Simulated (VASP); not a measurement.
# InP (I4/mmm) in VASP: further runs, part 2 of 2

VASP 6.6.1. Earlier steps stand in the parts before.

### 3 Single point, PBE (22.96 Å³/atom)

File INCAR:

```
  PREC = Accurate
  ENCUT = 520
  EDIFF = 1E-6
  ISMEAR = 0
  SIGMA = 0.15
  LREAL = F
  LASPH = T
  NELM = 80
  ALGO = Normal
  ISIF = 2
  LWAVE = F
  LCHARG = F
  GGA = PE
  NBANDS = 16
```

File KPOINTS:

```
Automatic mesh
0
Gamma
  20 20 20
```

File POSCAR:

```
InP
1.0
    0.0000000000      2.8804730951      2.7669824552
    2.8804730951      0.0000000000      2.7669824552
    2.8804730951      2.8804730951      0.0000000000
In P
1 1
Direct
    0.0000000000      0.0000000000      0.0000000000
    0.5000000000      0.5000000000      0.5000000000
```

Potentials or basis: VASP PAW PBE potentials, release 64 (In_d, P).

Launch:

```sh
$ cat potpaw_PBE.64/In_d/POTCAR potpaw_PBE.64/P/POTCAR > POTCAR
$ mpirun -np 1 vasp_std > vasp.out
```

OUTCAR:

```text
PREC = Accurate
   ENCUT = 520
   EDIFF = 1E-6
   ISMEAR = 0
   LREAL = F
   LASPH = T
   NELM = 80
   ISIF = 2
   GGA = PE

 ion  position               nearest neighbor table
   1  0.000  0.000  0.000-   2 2.77   2 2.77   2 2.88   2 2.88   2 2.88   2 2.88
   2  0.500  0.500  0.500-   1 2.77   1 2.77   1 2.88   1 2.88   1 2.88   1 2.88

  LATTYP: Found a body centered tetragonal cell.
 ALAT       =     4.0736041171
 C/A-ratio  =     1.3584935480

  Lattice vectors:

 A1 = (   0.0000000000,  -2.8804730951,  -2.7669824552)
 A2 = (   0.0000000000,   2.8804730951,  -2.7669824552)
 A3 = (   2.8804730951,   0.0000000000,   2.7669824552)

Analysis of symmetry for initial positions (statically):
=====================================================================
 Subroutine PRICEL returns:
 Original cell was already a primitive cell.

 Routine SETGRP: Setting up the symmetry group for a
 body centered tetragonal supercell.

 Subroutine GETGRP returns: Found 16 space group operations
 (whereof 16 operations were pure point group operations)
 out of a pool of 16 trial point group operations.

The static configuration has the point symmetry D_4h.

Analysis of symmetry for dynamics (positions and initial velocities):
=====================================================================
 Subroutine PRICEL returns:
 Original cell was already a primitive cell.

 Routine SETGRP: Setting up the symmetry group for a
 body centered tetragonal supercell.

 Subroutine GETGRP returns: Found 16 space group operations
 (whereof 16 operations were pure point group operations)
 out of a pool of 16 trial point group operations.

The dynamic configuration has the point symmetry D_4h.

 Subroutine INISYM returns: Found 16 space group operations
 (whereof 16 operations are pure point group operations),
 and found     1 'primitive' translations

[... 111 lines left out ...]
   IALGO  =     38    algorithm
   IMIX   =      4    mixing-type and parameters
     AMIX     =   0.40;   BMIX     =  1.00
     AMIX_MAG =   1.60;   BMIX_MAG =  1.00
  volume/ion in A,a.u.               =      22.96       154.93
  Fermi-wavevector in a.u.,A,eV,Ry     =   1.198149  2.264174 19.532007  1.435562
  Thomas-Fermi vector in A             =   2.334046
   LORBIT       =      0    0 simple, 1 ext, 2 COOP (PROOUT), +10 PAW based schemes
   GGA     = PE    functional components
   LHFCALC =     F    Hartree Fock is set to
   AEXX    =    0.0000 exact exchange contribution
   IVDW    =     0    specifies the selected vdW correction
   LEPSILON=     F    determine dielectric tensor
   LRPA    =     F    only Hartree local field effects (RPA)
 non-spin polarized calculation
 Gauss-broadening in eV      SIGMA  =   0.15
  energy-cutoff  :      520.00
  volume of cell :       45.92
 maximum number of plane-waves:      1261
 NGX is ok and might be reduce to    30
   NGX = 15   NGY = 15   NGZ = 15

 number of electron      17.9999995 magnetization

 Free energy of the ion-electron system (eV)
  ---------------------------------------------------
  ext. energy  EPLUGINS =         0.00000000
  ---------------------------------------------------
  free energy    TOTEN  =        -7.85607693 eV

  energy without entropy =       -7.84104119  energy(sigma->0) =       -7.84855906

 E-fermi :   6.1237     XC(G=0): -10.0360

 val. band max:        6.1236028205   @ k =   0.3500   0.0500   0.0000
 cond. band min:       6.1241454325   @ k =  -0.1000   0.0500   0.0000
 fundamental gap:      0.0005426120
 Fermi energy:         6.1236666936

 k-point     1 :       0.0000    0.0000    0.0000
  band No.  band energies     occupation
      1      -8.0357      2.00000
      2      -8.0272      2.00000
      3      -8.0172      2.00000
      4      -8.0172      2.00000
      5      -8.0044      2.00000
      6      -5.3441      2.00000
[... 433 lines left out ...]
      3      -8.0149      2.00000
      4      -7.9628      2.00000
      5      -7.9614      2.00000
      6      -3.9876      2.00000
[... 8 lines left out ...]
     15      15.7316      0.00000
     16      16.5735      0.00000

 [... further k-points ...]

------------------------ aborting loop because EDIFF is reached ----------------------------------------

  FORCE on cell =-STRESS in cart. coord.  units (eV):
  Direction    XX          YY          ZZ          XY          YZ          ZX
  --------------------------------------------------------------------------------------
  -------------------------------------------------------------------------------------
  Total       -1.5955548     -1.5955548     -0.7113308      0.0000000      0.0000000      0.0000000
  in kB      -55.6747483    -55.6747483    -24.8209372      0.0000000      0.0000000      0.0000000
  external PRESSURE =     -45.3901446 kB  Pullay stress =       0.0000000 kB

 VOLUME and BASIS-vectors are now :
 -----------------------------------------------------------------------------
  energy-cutoff  :      520.00
  volume of cell :       45.92
      direct lattice vectors                 reciprocal lattice vectors
     0.000000000  2.880473095  2.766982455    -0.173582597  0.173582597  0.180702266
     2.880473095  0.000000000  2.766982455     0.173582597 -0.173582597  0.180702266
     2.880473095  2.880473095  0.000000000     0.173582597  0.173582597 -0.180702266

 POSITION                                       TOTAL-FORCE (eV/Angst)
 -----------------------------------------------------------------------------------
      0.00000      0.00000      0.00000         0.000000      0.000000      0.000000
      2.88047      2.88047      2.76698        -0.000000     -0.000000     -0.000000
 -----------------------------------------------------------------------------------
    total drift:                               -0.000000      0.000000      0.000000

  FREE ENERGIE OF THE ION-ELECTRON SYSTEM (eV)
  ---------------------------------------------------
  free  energy   TOTEN  =        -7.8560769336 eV

  energy  without entropy=       -7.8410411901  energy(sigma->0) =       -7.84855906
```

stdout:

```text
POSCAR found type information on POSCAR InP
 POSCAR found :  2 types and       2 ions
 scaLAPACK will be used
 LDA part: xc-table for (Slater+PW92), standard interpolation
 POSCAR, INCAR and KPOINTS ok, starting setup
 FFT: planning ... GRIDC
 FFT: planning ... GRID_SOFT
 FFT: planning ... GRID
 WAVECAR not read
 entering main loop
```

It took 10 min on 1 thread of Intel Xeon 8259CL, shared host; peak memory 0.55 GiB.

What came out:

```yaml
Free_energy: -7.8561 eV
Pressure: -4.5 GPa
Band_gap_on_the_k_mesh: zero (bands 9 and 10 overlap by 2.47 eV)
```

Caveat: the cell stands under tension; spin-orbit coupling is left out, which moves the levels of the heavy elements.

### 4 Single point, PBE (22.96 Å³/atom)

File INCAR:

```
  ALGO = Normal
  EDIFF = 1E-6
  ENCUT = 520
  GGA = PE
  ISIF = 2
  ISMEAR = 0
  LASPH = T
  LCHARG = F
  LREAL = F
  LWAVE = F
  NBANDS = 16
  NELM = 100
  PREC = Accurate
  SIGMA = 0.15
```

File KPOINTS:

```
k-points
0
Gamma
  20 20 20
```

File POSCAR:

```
InP
1.0
    0.0000000000      2.7301257555      3.0801278774
    2.7301257555      0.0000000000      3.0801278774
    2.7301257555      2.7301257555      0.0000000000
In P
1 1
Direct
    0.0000000000      0.0000000000      0.0000000000
    0.5000000000      0.5000000000      0.5000000000
```

Launch:

```sh
$ cat potpaw_PBE.64/In_d/POTCAR potpaw_PBE.64/P/POTCAR > POTCAR
$ mpirun -np 1 vasp_std > vasp.out
```

Wall time 9.7 min (1 thread of Intel Xeon 8259CL, shared host); peak memory 0.55 GiB.

Results (log left out):

```
Free energy            : -7.7890 eV
Pressure               : -3.2 GPa
Band gap on the k mesh : zero (bands 9 and 10 overlap by 2.19 eV)
```

Stress tensor (GPa, compression positive):
```
-1.06  0.00  0.00
 0.00 -1.06  0.00
 0.00  0.00 -7.36
```

Levels at points of the mesh, in eV from the Fermi level:
| k point | band 6 | band 7 | band 8 | band 9 | band 10 | band 11 | band 12 | band 13 |
| --- | --- | --- | --- | --- | --- | --- | --- | --- |
| (0.00, 0.00, 0.00) | -11.51 | -0.60 | -0.60 | 0.02 | 0.27 | 6.14 | 6.56 | 7.44 |
| (0.50, 0.00, 0.00) | -9.72 | -6.32 | -0.20 | 0.36 | 2.05 | 3.45 | 3.84 | 4.85 |
| (0.50, 0.50, 0.00) | -9.49 | -4.45 | -1.85 | -1.85 | -1.77 | 4.31 | 8.62 | 9.71 |
| (0.50, 0.00, 0.50) | -8.46 | -4.56 | -2.91 | -2.86 | -1.58 | 3.89 | 7.46 | 9.74 |

Caveat: the stress differs along the axes, from -7 to -1 GPa; spin-orbit coupling is left out, which moves the levels of the heavy elements.

### 5 Summary

```tsv
cell	gap on the mesh (eV)	pressure (GPa)
a = 3.954, b = 3.954, c = 4.184 Å, angles 58.1, 58.1, 63.9°, 2 atoms	none	-2.9
a = 3.994, b = 3.994, c = 4.074 Å, angles 59.3, 59.3, 61.3°, 2 atoms	none	-4.5
a = 4.116, b = 4.116, c = 3.861 Å, angles 62.0, 62.0, 55.9°, 2 atoms	none	-3.2
```

Alike in all rows: task single point; level PBE; potentials or basis VASP PAW PBE potentials, release 64 (In_d, P); no spin polarisation; k mesh 20 × 20 × 20; cutoff (eV) 520; smearing gaussian 0.15 eV.

Caveats: spin-orbit coupling is left out, which moves the levels of the heavy elements; the stress differs along the axes, from -7 to 5 GPa (at least some runs); the cell stands under tension (at least some runs); the stress differs along the axes, from -7 to -1 GPa (at least some runs).

Total energies depend on the potentials used, so only differences within one code and one set of settings carry meaning.
